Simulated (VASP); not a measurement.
Crystal: CaO.

```xyz
2
Lattice="0.0000 2.4490 2.4490 2.4490 0.0000 2.4490 2.4490 2.4490 0.0000" Properties=species:S:1:pos:R:3 pbc="T T T"
Ca    0.0000    0.0000    0.0000
O     2.4490    2.4490    2.4490
```

Base run:

```yaml
Program: VASP 6.6.1
Functional: r2SCAN
Potentials_or_basis: VASP PAW PBE potentials, release 64 (Ca_sv, O)
Cutoff: 520 eV
k_mesh: 9 × 9 × 9
Occupations: fermi-dirac, width 0.03 eV
Spin: no spin polarisation
```

Its results: band gap on the k mesh 4.25 eV (least direct gap 4.63 eV); pressure -5.7 GPa.

Question: After a change of settings the same cell gave: band gap on the k mesh 3.70 eV (least direct gap 4.08 eV); pressure -3.6 GPa. Which change was it?
A. functional from r2SCAN to PBEsol
B. functional from r2SCAN to LDA; potentials or basis from VASP PAW PBE potentials, release 64 (Ca_sv, O) to VASP PAW LDA potentials, release 64 (Ca_sv, O)
C. functional from r2SCAN to PBE; further incar settings from ALGO = Normal; EDIFF = 1e-08; NBANDS = 15 to ALGO = Normal; EDIFF = 1e-06; NBANDS = 15

Answer: C.

Caveats: the cell stands under tension; an odd mesh through Γ misses points on the zone boundary, where band edges can lie; the PAW data sets were made with another functional, which shifts forces and pressure a little (at least some runs).
